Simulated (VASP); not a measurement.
Wanted: the native input for a VASP 6.6.1 run.

```
Task                   : molecular dynamics
Functional             : PBE
Dispersion             : D3(BJ)
Potentials or basis    : VASP PAW PBE potentials, release 64 (Mg, N, Cl)
Cutoff                 : 520 eV
k mesh                 : 2 × 2 × 2
Occupations            : fermi-dirac, width 0.05 eV
Spin                   : no spin polarisation
Dipole correction      : no
Further INCAR settings : LREAL = Auto; ALGO = Normal; EDIFF = 1e-05; NBANDS = 46; ISYM = 0; IBRION = 0; POTIM = 1.0; NSW = 40
```

The structure of Mg2NCl lies in POSCAR:

```
Mg2NCl
1.0
   -3.3213330000     -1.9175730000      6.0029770000
    3.3213330000     -1.9175730000      6.0029770000
    0.0000000000      3.8351450000      6.0029770000
Mg N Cl
8 4 4
Direct
    0.2228150000      0.2228150000      0.2228150000
    0.7771850000      0.7771850000      0.7771850000
    0.7228150000      0.7228150000      0.2228150000
    0.2771850000      0.2771850000      0.7771850000
    0.7228150000      0.2228150000      0.7228150000
    0.2771850000      0.7771850000      0.2771850000
    0.2228150000      0.7228150000      0.7228150000
    0.7771850000      0.2771850000      0.2771850000
    0.5000000000      0.5000000000      0.5000000000
    0.0000000000      0.0000000000      0.5000000000
    0.0000000000      0.5000000000      0.0000000000
    0.5000000000      0.0000000000      0.0000000000
    0.0000000000      0.0000000000      0.0000000000
    0.5000000000      0.5000000000      0.0000000000
    0.5000000000      0.0000000000      0.5000000000
    0.0000000000      0.5000000000      0.5000000000
```

One way to write it, as run:

INCAR

```
SYSTEM = Mg2NCl
PREC = Accurate ; ENCUT = 520
EDIFF = 1E-5 ; ISMEAR = -1
SIGMA = 0.05 ; LREAL = Auto
LASPH = .True. ; NELM = 60
ALGO = Normal ; ISIF = 2
LWAVE = .False. ; LCHARG = .False.
GGA = PE ; IVDW = 12
NBANDS = 46 ; IBRION = 0
NSW = 40 ; POTIM = 1.0
TEBEG = 900.0 ; TEEND = 900.0
ISYM = 0 ; NELMIN = 4
RANDOM_SEED = 134584 0 0 ; MDALGO = 2
SMASS = 0
```

KPOINTS

```
regular mesh
0
Gamma
  2 2 2
  0 0 0
```

Potentials or basis: VASP PAW PBE potentials, release 64 (Mg, N, Cl).

Launch:

```bash
$ cat potpaw_PBE.64/Mg/POTCAR potpaw_PBE.64/N/POTCAR potpaw_PBE.64/Cl/POTCAR > POTCAR
$ mpirun -np 1 vasp_std > vasp.out
```

It gave:

- Dispersion energy per atom: -0.290 eV

Caveat: the k points lie up to 0.57 Å⁻¹ apart.

Run time: 24 min on 1 thread of Intel(R) Xeon(R) 6975P-C (Granite Rapids) (shared host), peak memory 0.53 GiB.
